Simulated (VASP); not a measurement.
# Zr (P6_3/mmc) in VASP: further runs

Runs on Zr. Level: PBE. Tasks: vibrations by perturbation theory.

Program: VASP 6.6.1. These are calculated values, not measurements. Logs are shortened: lines on timing, memory, paths and dates and some standing lists are left out, and cuts for length are marked.

### 1 The cell of the first run

It takes space group P6_3/mmc (No. 194, hexagonal). The conventional cell has a = 3.232 Å, b = 3.232 Å, c = 5.147 Å, α = 90.00°, β = 90.00°, γ = 120.00°. Zr (site symmetry -6m2) has 12 Zr at 3.18 to 3.23 Å within 4.2 Å.

### 2 Vibrations by perturbation theory, PBE

Contents of INCAR:

```
SYSTEM = Zr
PREC = Accurate
ENCUT = 500
EDIFF = 1E-8
ISMEAR = -1
SIGMA = 0.05
LREAL = .FALSE.
LASPH = .TRUE.
NELM = 120
ALGO = Normal
ISIF = 2
LWAVE = .FALSE.
LCHARG = .FALSE.
GGA = PE
NBANDS = 19
IBRION = 8
NSW = 1
GGA_COMPAT = .FALSE.
```

Contents of KPOINTS:

```
Automatic mesh
0
G
  7 7 4
  0 0 0
```

Contents of POSCAR:

```
Zr
1.0
    3.2320000000      0.0000000000      0.0000000000
   -1.6160000000      2.7989941050      0.0000000000
    0.0000000000      0.0000000000      5.1470000000
Zr
2
Direct
    0.6666666667      0.3333333333      0.7500000000
    0.3333333333      0.6666666667      0.2500000000
```

Potentials or basis: VASP PAW PBE potentials, release 64 (Zr_sv).

Command:

```
> cat potpaw_PBE.64/Zr_sv/POTCAR > POTCAR
> mpirun -np 1 vasp_std > vasp.out
```

OUTCAR:

```text
SYSTEM = Zr
   PREC = Accurate
   ENCUT = 500
   EDIFF = 1E-8
   ISMEAR = -1
   LREAL = .FALSE.
   LASPH = .TRUE.
   NELM = 120
   ISIF = 2
   GGA = PE
   IBRION = 8
   NSW = 1

 ion  position               nearest neighbor table
   1  0.667  0.333  0.750-   2 3.18   2 3.18   2 3.18   2 3.18   2 3.18   2 3.18
   2  0.333  0.667  0.250-   1 3.18   1 3.18   1 3.18   1 3.18   1 3.18   1 3.18

  LATTYP: Found a hexagonal cell.
 ALAT       =     3.2320000000
 C/A-ratio  =     1.5925123762

  Lattice vectors:

 A1 = (   3.2320000000,   0.0000000000,   0.0000000000)
 A2 = (  -1.6160000000,   2.7989941050,   0.0000000000)
 A3 = (   0.0000000000,   0.0000000000,   5.1470000000)

Analysis of symmetry for initial positions (statically):
=====================================================================
 Subroutine PRICEL returns:
 Original cell was already a primitive cell.

 Routine SETGRP: Setting up the symmetry group for a
 hexagonal supercell.

 Subroutine GETGRP returns: Found 24 space group operations
 (whereof 12 operations were pure point group operations)
 out of a pool of 24 trial point group operations.

The static configuration has the point symmetry D_3d.
 The point group associated with its full space group is D_6h.

Analysis of symmetry for dynamics (positions and initial velocities):
=====================================================================
 Subroutine PRICEL returns:
 Original cell was already a primitive cell.

 Routine SETGRP: Setting up the symmetry group for a
 hexagonal supercell.

 Subroutine GETGRP returns: Found 24 space group operations
 (whereof 12 operations were pure point group operations)
 out of a pool of 24 trial point group operations.

The dynamic configuration has the point symmetry D_3d.
 The point group associated with its full space group is D_6h.

 Subroutine INISYM returns: Found 24 space group operations
 (whereof 12 operations are pure point group operations),
 and found     1 'primitive' translations

----------------------------------------------------------------------------------------

                                     Primitive cell

  volume of cell :      46.5616

  direct lattice vectors                    reciprocal lattice vectors
     3.232000000  0.000000000  0.000000000     0.309405941  0.178635603  0.000000000
    -1.616000000  2.798994105  0.000000000     0.000000000  0.357271206  0.000000000
     0.000000000  0.000000000  5.147000000     0.000000000  0.000000000  0.194287935

  length of vectors
     3.232000000  3.232000000  5.147000000     0.357271206  0.357271206  0.194287935

  position of ions in fractional coordinates (direct lattice)
     0.666666667  0.333333333  0.750000000
     0.333333333  0.666666667  0.250000000

  ion indices of the primitive-cell ions
   primitive index   ion index
                 1           1
                 2           2

----------------------------------------------------------------------------------------

 KPOINTS: Automatic mesh

Automatic generation of k-mesh.
 Grid dimensions read from file:
 generate k-points for:    7    7    4

 Generating k-lattice:

  Cartesian coordinates                     Fractional coordinates (reciprocal lattice)
     0.044200849  0.025519372  0.000000000     0.142857143 -0.000000000  0.000000000
     0.000000000  0.051038744  0.000000000     0.000000000  0.142857143  0.000000000
     0.000000000  0.000000000  0.048571984     0.000000000  0.000000000  0.250000000

  Length of vectors
     0.051038744  0.051038744  0.048571984

  Shift w.r.t. Gamma in fractional coordinates (k-lattice)
     0.000000000  0.000000000  0.000000000

 Subroutine IBZKPT returns following result:
 ===========================================

 Found     24 irreducible k-points:

 Following reciprocal coordinates:
            Coordinates               Weight
  0.000000  0.000000  0.000000      1.000000
  0.142857 -0.000000  0.000000      6.000000
  0.285714  0.000000  0.000000      6.000000
  0.428571 -0.000000  0.000000      6.000000
[... 32 lines left out ...]
   ISPIN  =      1    spin polarized calculation?
   LNONCOLLINEAR =      F non collinear calculations
   LSORBIT =      F    spin-orbit coupling
   LASPH  =      T    aspherical Exc in radial PAW
   ENCUT  =  500.0 eV  36.75 Ry    6.06 a.u.   5.89  5.89  9.38*2*pi/ulx,y,z
   NELM   =    120;   NELMIN=  2; NELMDL= -5     # of ELM steps
   EDIFF  = 0.1E-07   stopping-criterion for ELM
   LREAL  =      F    real-space projection
   EDIFFG = 0.1E-06   stopping-criterion for IOM
   NSW    =      1    number of steps for IOM
   IBRION =      8    ionic relax: 0-MD 1-quasi-New 2-CG
   NFREE  =      0    steps in history (QN), initial steepest desc. (CG)
   ISIF   =      2    stress and relaxation
   ISYM   =      2    0-nonsym 1-usesym 2-fastsym
   POTIM  = 0.5000    time-step for ionic-motion
   TEBEG  =    0.0;   TEEND  =   0.0 temperature during run
   PSTRESS=    0.0 pullay stress
   NELECT =      24.0000    total number of electrons
   NUPDOWN=      -1.0000    fix difference up-down
   EMIN   =  10.00;   EMAX   =-10.00  energy-range for DOS
   EFERMI =   0.00;   METHOD = LEGACY
   ISMEAR =    -1;   SIGMA  =   0.05  broadening in eV -4-tet -1-fermi 0-gaus
   EFERMI_NEDOS =   21; number of points for ismear=-14 and -15
   IALGO  =     38    algorithm
   IMIX   =      4    mixing-type and parameters
     AMIX     =   0.40;   BMIX     =  1.00
     AMIX_MAG =   1.60;   BMIX_MAG =  1.00
  volume/ion in A,a.u.               =      23.28       157.11
  Fermi-wavevector in a.u.,A,eV,Ry     =   1.312611  2.480475 23.442130  1.722948
  Thomas-Fermi vector in A             =   2.442991
   LORBIT       =      0    0 simple, 1 ext, 2 COOP (PROOUT), +10 PAW based schemes
   GGA     = PE    functional components
   LHFCALC =     F    Hartree Fock is set to
   AEXX    =    0.0000 exact exchange contribution
   IVDW    =     0    specifies the selected vdW correction
   LEPSILON=     F    determine dielectric tensor
   LRPA    =     F    only Hartree local field effects (RPA)
 non-spin polarized calculation
  energy-cutoff  :      500.00
  volume of cell :       46.56
 maximum number of plane-waves:      1194
 NGX is ok and might be reduce to    24
   NGX = 11   NGY = 11   NGZ = 19

--------------------------------------- Ionic step        1  -------------------------------------------

 number of electron      24.0000000 magnetization

 Free energy of the ion-electron system (eV)
  ---------------------------------------------------
  ext. energy  EPLUGINS =         0.00000000
  ---------------------------------------------------
  free energy    TOTEN  =       -17.04428807 eV

  energy without entropy =      -17.02297942  energy(sigma->0) =      -17.03363375

 E-fermi :   9.0628     XC(G=0): -11.0816

 val. band max:        9.0413455771   @ k =   0.0000   0.0000   0.5000
 cond. band min:       9.0690125385   @ k =   0.2857   0.2857   0.2500
 fundamental gap:      0.0276669613
 Fermi energy:         9.0628374386

 k-point     1 :       0.0000    0.0000    0.0000
  band No.  band energies     occupation
      1     -39.8410      2.00000
      2     -39.6865      2.00000
      3     -18.3645      2.00000
      4     -17.4946      2.00000
      5     -17.4946      2.00000
      6     -17.3578      2.00000
[... 517 lines left out ...]
     18      13.5936      0.00000
     19      16.2179      0.00000

------------------------ aborting loop because EDIFF is reached ----------------------------------------

  FORCE on cell =-STRESS in cart. coord.  units (eV):
  Direction    XX          YY          ZZ          XY          YZ          ZX
  --------------------------------------------------------------------------------------
  -------------------------------------------------------------------------------------
  Total        0.1744937      0.1744937      0.1557626      0.0000000      0.0000000      0.0000000
  in kB        6.0043055      6.0043055      5.3597726      0.0000000      0.0000000      0.0000000
  external PRESSURE =       5.7894612 kB  Pullay stress =       0.0000000 kB

 VOLUME and BASIS-vectors are now :
 -----------------------------------------------------------------------------
  energy-cutoff  :      500.00
  volume of cell :       46.56
      direct lattice vectors                 reciprocal lattice vectors
     3.232000000  0.000000000  0.000000000     0.309405941  0.178635603  0.000000000
    -1.616000000  2.798994105  0.000000000     0.000000000  0.357271206  0.000000000
     0.000000000  0.000000000  5.147000000     0.000000000  0.000000000  0.194287935

 POSITION                                       TOTAL-FORCE (eV/Angst)
 -----------------------------------------------------------------------------------
      1.61600      0.93300      3.86025        -0.000000      0.000000      0.000000
     -0.00000      1.86600      1.28675         0.000000     -0.000000      0.000000
 -----------------------------------------------------------------------------------
    total drift:                               -0.000000      0.000000     -0.000000

  FREE ENERGIE OF THE ION-ELECTRON SYSTEM (eV)
  ---------------------------------------------------
  free  energy   TOTEN  =       -17.0442880741 eV

  energy  without entropy=      -17.0229794180  energy(sigma->0) =      -17.03363375

[... ionic steps 2 to 3 ...]

--------------------------------------- Ionic step        4  -------------------------------------------

------------------------ aborting loop because EDIFF is reached ----------------------------------------

[... ionic steps 5 to 5 ...]

--------------------------------------- Ionic step        6  -------------------------------------------

 Free energy of the ion-electron system (eV)
  ---------------------------------------------------
  ---------------------------------------------------
  free energy    TOTEN  =        -0.74605672 eV

  energy without entropy =       -0.74605672

------------------------ aborting loop because EDIFF is reached ----------------------------------------

 INTERNAL STRAIN TENSOR  FOR ION    1  DIRECTION 3   (eV/Angst):
 -----------------------------------------------------------------------------
     0.17020 -0.00000  0.00000
     0.00000  0.17020  0.00000
     0.00000 -0.00000 -0.34061

 INTERNAL STRAIN TENSOR FOR ION    2 for displacements in x,y,z  (eV/Angst):
          X           Y           Z          XY          YZ          ZX
  --------------------------------------------------------------------------------
  x     0.00000     0.00000     0.00000    -2.79790     0.00000     0.00000
  y    -2.79790     2.79790     0.00000    -0.00000     0.00000     0.00000
  z     0.00000     0.00000     0.00000     0.00000     0.00000     0.00000

 SECOND DERIVATIVES (NOT SYMMETRIZED)
 ------------------------------------
               1X          1Y          1Z          2X          2Y          2Z
  1X    -0.487461   -0.000000    0.000000    0.487461    0.000000    0.000000
  1Y     0.000000   -0.487461    0.000000   -0.000000    0.487461    0.000000
  1Z     0.000000   -0.000000   -3.149075    0.000000    0.000000    3.149075
  2X     0.487461    0.000000    0.000000   -0.487461   -0.000000    0.000000
  2Y    -0.000000    0.487461    0.000000    0.000000   -0.487461    0.000000
  2Z     0.000000    0.000000    3.149075    0.000000   -0.000000   -3.149075

 Eigenvectors and eigenvalues of the dynamical matrix
 ----------------------------------------------------

   1 f  =    4.107737 THz    25.809676 2PiTHz  137.019373 cm-1    16.988229 meV
             X         Y         Z           dx          dy          dz
      1.616000  0.932998  3.860250     0.000000    0.000000    0.707107
     -0.000000  1.865996  1.286750     0.000000    0.000000   -0.707107
[... 11 lines left out ...]
   4 f  =    0.000000 THz     0.000000 2PiTHz    0.000001 cm-1     0.000000 meV
             X         Y         Z           dx          dy          dz
      1.616000  0.932998  3.860250    -0.164855    0.686987    0.029538
     -0.000000  1.865996  1.286750    -0.164855    0.686987    0.029538

   5 f/i=    0.000000 THz     0.000000 2PiTHz    0.000000 cm-1     0.000000 meV
             X         Y         Z           dx          dy          dz
      1.616000  0.932998  3.860250     0.687621    0.164688    0.007411
     -0.000000  1.865996  1.286750     0.687621    0.164688    0.007411

   6 f/i=    0.000000 THz     0.000000 2PiTHz    0.000002 cm-1     0.000000 meV
             X         Y         Z           dx          dy          dz
      1.616000  0.932998  3.860250    -0.000321   -0.030452    0.706451
     -0.000000  1.865996  1.286750    -0.000321   -0.030452    0.706451

--------------------------------------------------------------------------------------------------------

 ELASTIC MODULI CONTR FROM IONIC RELAXATION (kBar)
 Direction    XX          YY          ZZ          XY          YZ          ZX
 --------------------------------------------------------------------------------
 XX        -552.5972    552.5972      0.0000     -0.0000     -0.0000      0.0000
 YY         552.5972   -552.5972     -0.0000      0.0000     -0.0000      0.0000
 ZZ           0.0000     -0.0000     -0.0000      0.0000     -0.0000      0.0000
 XY          -0.0000      0.0000      0.0000   -552.5972      0.0000      0.0000
 YZ          -0.0000     -0.0000     -0.0000      0.0000     -0.0000      0.0000
 ZX           0.0000      0.0000      0.0000      0.0000      0.0000      0.0000
 --------------------------------------------------------------------------------
```

Wall time 7.7 min (1 thread of AMD EPYC 7R43 (Zen 3), shared host); peak memory 0.22 GiB.

What came out:

| Item | Value |
| --- | --- |
| Highest phonon frequency at Γ | 137 cm⁻¹ |

Phonon frequencies in cm⁻¹ (negative: imaginary):
```csv
q point,frequencies
"(0.000, 0.000, 0.000)",0 0 0 54 54 137
```

### 3 Vibrations by perturbation theory, PBE

Contents of INCAR:

```
ALGO = Fast
EDIFF = 1E-8
ENCUT = 520
GGA = PE
IBRION = 8
ISIF = 2
ISMEAR = -1
LASPH = True
LCHARG = True
LREAL = False
LWAVE = False
NELM = 80
NSW = 1
PREC = Accurate
SIGMA = 0.05
```

Contents of KPOINTS:

```
k-points
0
Gamma
  7 7 4
```

POSCAR is that of step 2.

Potentials or basis: VASP PAW PBE potentials, release 64 (Zr_sv).

Command:

```
> cat potpaw_PBE.64/Zr_sv/POTCAR > POTCAR
> mpirun -np 1 vasp_std > vasp.out
```

OUTCAR:

```text
EDIFF = 1E-8
   ENCUT = 520
   GGA = PE
   IBRION = 8
   ISIF = 2
   ISMEAR = -1
   LASPH = True
   LREAL = False
   NELM = 80
   NSW = 1
   PREC = Accurate

 ion  position               nearest neighbor table
   1  0.667  0.333  0.750-   2 3.18   2 3.18   2 3.18   2 3.18   2 3.18   2 3.18
   2  0.333  0.667  0.250-   1 3.18   1 3.18   1 3.18   1 3.18   1 3.18   1 3.18

  LATTYP: Found a hexagonal cell.
 ALAT       =     3.2320000000
 C/A-ratio  =     1.5925123762

  Lattice vectors:

 A1 = (   3.2320000000,   0.0000000000,   0.0000000000)
[... 719 lines left out ...]

   1 f  =    4.103175 THz    25.781008 2PiTHz  136.867183 cm-1    16.969360 meV
             X         Y         Z           dx          dy          dz
      1.616000  0.932998  3.860250     0.000000    0.000000    0.707107
     -0.000000  1.865996  1.286750     0.000000    0.000000   -0.707107
[... 11 lines left out ...]
   4 f  =    0.000000 THz     0.000000 2PiTHz    0.000000 cm-1     0.000000 meV
             X         Y         Z           dx          dy          dz
      1.616000  0.932998  3.860250     0.000000    0.000000    0.707107
     -0.000000  1.865996  1.286750     0.000000    0.000000    0.707107

   5 f/i=    0.000000 THz     0.000000 2PiTHz    0.000000 cm-1     0.000000 meV
             X         Y         Z           dx          dy          dz
      1.616000  0.932998  3.860250    -0.647964    0.283094   -0.000000
     -0.000000  1.865996  1.286750    -0.647964    0.283094    0.000000

   6 f/i=    0.000000 THz     0.000000 2PiTHz    0.000000 cm-1     0.000000 meV
             X         Y         Z           dx          dy          dz
      1.616000  0.932998  3.860250    -0.283094   -0.647964    0.000000
     -0.000000  1.865996  1.286750    -0.283094   -0.647964    0.000000

--------------------------------------------------------------------------------------------------------

 ELASTIC MODULI CONTR FROM IONIC RELAXATION (kBar)
 Direction    XX          YY          ZZ          XY          YZ          ZX
 --------------------------------------------------------------------------------
 XX       -2756.7921   2756.7921      0.0000     -0.0000     -0.0000      0.0000
 YY        2756.7921  -2756.7921     -0.0000      0.0000      0.0000      0.0000
 ZZ           0.0000     -0.0000     -0.0000      0.0000     -0.0000      0.0000
 XY          -0.0000      0.0000      0.0000  -2756.7921     -0.0000      0.0000
 YZ          -0.0000      0.0000     -0.0000     -0.0000     -0.0000      0.0000
 ZX           0.0000      0.0000      0.0000      0.0000      0.0000      0.0000
 --------------------------------------------------------------------------------
```

OSZICAR:

```text
N       E                     dE             d eps       ncg     rms          rms(c)
DAV:   1     0.221231561562E+03    0.22123E+03   -0.13644E+04   768   0.149E+03
DAV:   2    -0.359821517572E+01   -0.22483E+03   -0.22244E+03   976   0.412E+02
DAV:   3    -0.174600933368E+02   -0.13862E+02   -0.13795E+02  1448   0.787E+01
DAV:   4    -0.177443022243E+02   -0.28421E+00   -0.28418E+00   808   0.119E+01
DAV:   5    -0.177543915423E+02   -0.10089E-01   -0.10089E-01  1216   0.148E+00    0.143E+01
[... 73 lines left out ...]
RMM:  30    -0.746014092013E+00   -0.55088E-07    0.39666E-06  1982   0.103E-04    0.408E-06
RMM:  31    -0.746014124191E+00   -0.32178E-07    0.36771E-06  1885   0.917E-05    0.539E-06
RMM:  32    -0.746014163643E+00   -0.39452E-07    0.33888E-06  1883   0.828E-05    0.554E-06
RMM:  33    -0.746014196094E+00   -0.32451E-07    0.31320E-06  2001   0.753E-05    0.533E-06
RMM:  34    -0.746014225031E+00   -0.28937E-07    0.29039E-06  1854   0.688E-05    0.598E-06
 Linear response finished
```

Wall time 5.3 min (1 thread of Intel Xeon 8259CL, shared host); peak memory 0.25 GiB.

What came out:

- Highest phonon frequency at Γ: 137 cm⁻¹

Phonon frequencies in cm⁻¹ (negative: imaginary):
| q point | frequencies |
| --- | --- |
| (0.000, 0.000, 0.000) | 0 0 0 24 24 137 |
